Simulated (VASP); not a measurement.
Runs of VASP 6.6.1 on Ir. The structure is that of space group Fm-3m (No. 225), or close to it. The cells are those of the table. 

| task | cell | k mesh | cutoff (eV) | smearing | gap on the mesh (eV) | pressure (GPa) | relaxed volume (Å³/atom) |
| --- | --- | --- | --- | --- | --- | --- | --- |
| single point | a = 2.725 Å, angles 60.0°, 1 atom | 8 × 8 × 8 | 520 | gaussian 0.1 eV | none | -8.9 | - |
| relaxation of cell and atoms | relaxed from a = 2.725 Å, angles 60.0°, 1 atom | 8 × 8 × 8 | 600 | gaussian 0.1 eV | none | -0.4 | 13.99 |
| single point | a = 2.696 Å, angles 60.0°, 1 atom | 26 × 26 × 26 | 520 | fermi-dirac 0.15 eV | none | 2.6 | - |
| relaxation of cell and atoms | relaxed from a = 2.698 Å, angles 60.0°, 1 atom | 26 × 26 × 26 | 600 | gaussian 0.1 eV | none | 0.0 | 13.93 |
| single point | a = 2.695 Å, angles 60.0°, 1 atom | 26 × 26 × 26 | 520 | gaussian 0.1 eV | none | 2.6 | - |
| relaxation of cell and atoms | relaxed from a = 2.695 Å, angles 60.0°, 1 atom | 26 × 26 × 26 | 600 | fermi-dirac 0.15 eV | none | 0.0 | (a) |
| single point | a = 2.698 Å, angles 60.0°, 1 atom | 8 × 8 × 8 | 520 | gaussian 0.1 eV | none | 2.6 | - |

Alike in all rows: level LDA; potentials or basis VASP PAW LDA potentials, release 64 (Ir); no spin polarisation.

Question: Fill in the values left out.

Answer: (a) 13.95.

Caveats: spin-orbit coupling is left out, which moves the levels of the heavy elements; the cell stands under tension (at least some runs).

A k mesh can miss the band edges, and the runs leave out spin-orbit coupling on Ir.

A gap of «none» marks levels without a gap at the run's occupations.
